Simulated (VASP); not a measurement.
A run of VASP 6.6.1 is set up as follows.

File INCAR:

```
SYSTEM = SrTe
ALGO = Normal ; EDIFF = 1E-7
EDIFFG = -0.015 ; ENCUT = 500
GGA = PE ; GGA_COMPAT = .False.
IBRION = 2 ; ISIF = 3
ISMEAR = 0 ; LASPH = .True.
LCHARG = .False. ; LREAL = .False.
LWAVE = .False. ; NELM = 120
NELMIN = 4 ; NSW = 80
PREC = Accurate ; SIGMA = 0.02
```

File KPOINTS:

```
k-points
0
Gamma
  6 6 6
  0 0 0
```

File POSCAR:

```
SrTe
1.0
    6.7188884341      0.0000000000      0.0000000000
    0.0000000000     -6.7188884341      0.0000000000
    0.0000000000      0.0000000000     -6.7188884341
Sr Te
4 4
Direct
    0.5000000000      0.0000000000      0.0000000000
    0.0000000000      0.5000000000      0.0000000000
    0.0000000000      0.0000000000      0.5000000000
    0.5000000000      0.5000000000      0.5000000000
    0.0000000000      0.0000000000      0.0000000000
    0.5000000000      0.5000000000      0.0000000000
    0.5000000000      0.0000000000      0.5000000000
    0.0000000000      0.5000000000      0.5000000000
```

Potentials or basis: VASP PAW PBE potentials, release 64 (Sr_sv, Te).

Launch:

```sh
$ cat potpaw_PBE.64/Sr_sv/POTCAR potpaw_PBE.64/Te/POTCAR > POTCAR
$ mpirun -np 1 vasp_std > vasp.out
```

(1) Predict the relaxed cell.

(2) Predict the relaxed volume.

(3) Estimate the band gap on the k mesh.

Results:

(1) a = 6.725 Å, b = 6.725 Å, c = 6.725 Å, α = 90.00°, β = 90.00°, γ = 90.00°.

(2) 38.02 Å³/atom.

(3) 1.77 eV.

Caveat: spin-orbit coupling is left out, which moves the levels of the heavy elements.
